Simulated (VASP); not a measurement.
CaS, 2 atoms in the cell. The typed cell holds 2 atoms: a = 4.047 Å, b = 4.047 Å, c = 4.047 Å, α = 119.99°, β = 119.99°, γ = 90.02°. 

```yaml
Program: VASP 6.6.1
Task: single point
Functional: PBE
Potentials_or_basis: VASP PAW PBE potentials, release 64 (Ca_sv, S)
Cutoff: 500 eV
k_mesh: 4 × 4 × 4
Occupations: gaussian, width 0.15 eV
Spin: no spin polarisation
Dipole_correction: no
Further_INCAR_settings: ALGO = Normal; EDIFF = 1e-06; NBANDS = 15
```

Potentials or basis: VASP PAW PBE potentials, release 64 (Ca_sv, S).

Launch:

```sh
$ cat potpaw_PBE.64/Ca_sv/POTCAR potpaw_PBE.64/S/POTCAR > POTCAR
$ mpirun -np 1 vasp_std > vasp.out
```

Hardware: 1 thread of AMD EPYC 7R43 64-Core Processor (Zen 3) (shared host).

Problem. Estimate the wall time of this run.

Solution. It took 11 s on 1 thread of AMD EPYC 7R43 64-Core Processor (Zen 3), with other jobs on the host, peak memory 0.13 GiB. Counts: scf iterations 12, k points 13.
